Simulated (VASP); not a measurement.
Here is a VASP 6.6.1 calculation.

INCAR

```
SYSTEM = ZrO2
PREC = Accurate
ENCUT = 520
EDIFF = 1E-8
ISMEAR = -1
SIGMA = 0.02
LREAL = .FALSE.
LASPH = .TRUE.
NELM = 200
ALGO = Normal
ISIF = 2
LWAVE = .FALSE.
LCHARG = .FALSE.
MAGMOM = 0 0 0 0 0 0 0 0 0 0 0 0 0 0 0 0 0 0
LORBIT = 11
LSORBIT = .TRUE.
GGA_COMPAT = .FALSE.
LORBMOM = .TRUE.
LMAXMIX = 4
GGA = PE
LEFG = .TRUE.
NBANDS = 64
KPAR = 4
```

KPOINTS

```
regular mesh
0
G
  8 8 6
  0 0 0
```

Contents of POSCAR:

```
ZrO2
1.0
    3.5961000000      0.0000000000      0.0000000000
    0.0000000000      3.5961000000      0.0000000000
    0.0000000000      0.0000000000      5.1770000000
Zr O
2 4
Direct
    0.0000000000      0.0000000000      0.0000000000
    0.5000000000      0.5000000000      0.5000000000
    0.0000000000      0.5000000000      0.2011907693
    0.0000000000      0.5000000000      0.7011907693
    0.5000000000      0.0000000000      0.2988092307
    0.5000000000      0.0000000000      0.7988092307
```

Potentials or basis: VASP PAW PBE potentials, release 64 (Zr_sv, O).

The run is started by

```console
$ cat potpaw_PBE.64/Zr_sv/POTCAR potpaw_PBE.64/O/POTCAR > POTCAR
$ mpirun -np 4 vasp_ncl > vasp.out
```

**Question.** Predict the pressure.

**Answer.** 6.1 GPa.

**Question.** Predict the largest force.

**Answer.** 0.017 eV/Å.

Moments on the atoms (μB; x, y, z):
```
Zr  0.00 0.00 0.00
Zr  0.00 0.00 0.00
O   0.00 0.00 0.00
O   0.00 0.00 0.00
O   0.00 0.00 0.00
O   0.00 0.00 0.00
```

Caveat: the cell stands under pressure; without QUAD_EFG the Cq values of the log hold for a quadrupole moment of 1 mb, not for the nuclei.
